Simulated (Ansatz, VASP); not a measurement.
SnO2 in VASP and in Ansatz

```xyz
6
Lattice="3.2378 0.0000 0.0000 -1.6189 2.8040 0.0000 0.0000 0.0000 10.4188" Properties=species:S:1:pos:R:3 pbc="T T T"
Sn   -0.2525    0.0000    5.2094
Sn    0.2525    0.0000    0.0000
O     1.3632    0.9347    4.1862
O     1.8746    0.9347    1.0232
O    -0.2557    1.8694    6.2326
O     0.2557    1.8694    9.3956
```

Change from the starting cell: mode 1 frozen in at -0.254 Å, equal normal strain along x, y and z +0.0083.

Alike in both runs: task single point; functional PBE; dispersion D3(BJ); k mesh 12 × 12 × 4; occupations gaussian, width 0.05 eV; no spin polarisation.

|  | VASP | Ansatz |
| --- | --- | --- |
| version | VASP 6.6.1 | Ansatz 0.2.0 |
| potentials or method | VASP PAW PBE potentials, release 64 (Sn_d, O), cutoff 520 eV | scalar-relativistic, plane waves, PAW |
| valence electrons in the cell | 52 | 52 |

VASP gave:

```
gap on the k mesh at the Fermi level (eV)                     : 1.94
least direct gap on the mesh (eV)                             : 2.26
pressure (GPa)                                                : -2.7
traceless stress, the component that is largest in VASP (GPa) : 0.73
rms of the force components (eV/Å)                            : 0.095
```

**Question.** Estimate Ansatz's values.

**Answer.** gap on the k mesh at the Fermi level (eV): 1.96; least direct gap on the mesh (eV): 2.28; pressure (GPa): -3.2; traceless stress, the component that is largest in VASP (GPa): 1.05; rms of the force components (eV/Å): 0.119.

Atom by atom the forces differ by 0.025 eV/Å (rms over components).
